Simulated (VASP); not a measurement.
Crystal: Na2Hf.

```
Na Hf
1.0
     0.00000    3.94775    3.94775
     3.94775    0.00000    3.94775
     3.94775    3.94775    0.00000
Na Hf
4 2
Direct
  0.62500 0.62500 0.62500
  0.12500 0.62500 0.62500
  0.62500 0.62500 0.12500
  0.62500 0.12500 0.62500
  0.00000 0.00000 0.00000
  0.25000 0.25000 0.25000
```

| Item | Value |
| --- | --- |
| Program | VASP 6.6.1 |
| Task | relaxation of cell and atoms |
| Functional | PBE |
| Potentials or basis | VASP PAW PBE potentials, release 64 (Na_pv, Hf_pv) |
| Cutoff | 600 eV |
| k mesh | 4 × 4 × 4 |
| Occupations | gaussian, width 0.1 eV |
| Spin | no spin polarisation |

At the start: pressure 9.8 GPa; volume 20.51 Å³/atom.

Problem. Where does the relaxation end?

Solution. Over 3 steps the energy falls by 123.7 meV/atom and the volume is 25.47 Å³/atom (+24.2 %); space group Fd-3m (No. 227, to 0.1 Å) before and after.

Step by step:
| step | energy change (eV) | largest force (eV/Å) | pressure (GPa) | volume (Å³) |
| --- | --- | --- | --- | --- |
| 1 | 0.0000 | 0.0000 | 9.79 | 123.05 |
| 2 | -0.7258 | 0.0000 | 1.15 | 146.74 |
| 3 | -0.7424 | 0.0000 | -0.22 | 152.82 |

Final structure:
```cif
data_structure
_symmetry_space_group_name_H-M 'P 1'
_symmetry_Int_Tables_number 1
_cell_length_a 6.0012
_cell_length_b 6.0012
_cell_length_c 6.0012
_cell_angle_alpha 60.000
_cell_angle_beta 60.000
_cell_angle_gamma 60.000
_cell_volume 152.82
loop_
_atom_site_label
_atom_site_type_symbol
_atom_site_fract_x
_atom_site_fract_y
_atom_site_fract_z
_atom_site_occupancy
Na1 Na 0.62500 0.62500 0.62500 1
Na2 Na 0.12500 0.62500 0.62500 1
Na3 Na 0.62500 0.62500 0.12500 1
Na4 Na 0.62500 0.12500 0.62500 1
Hf1 Hf 0.00000 0.00000 0.00000 1
Hf2 Hf 0.25000 0.25000 0.25000 1
```

Caveat: the volume moved by over 15 % at a fixed basis, so the end points are rough.
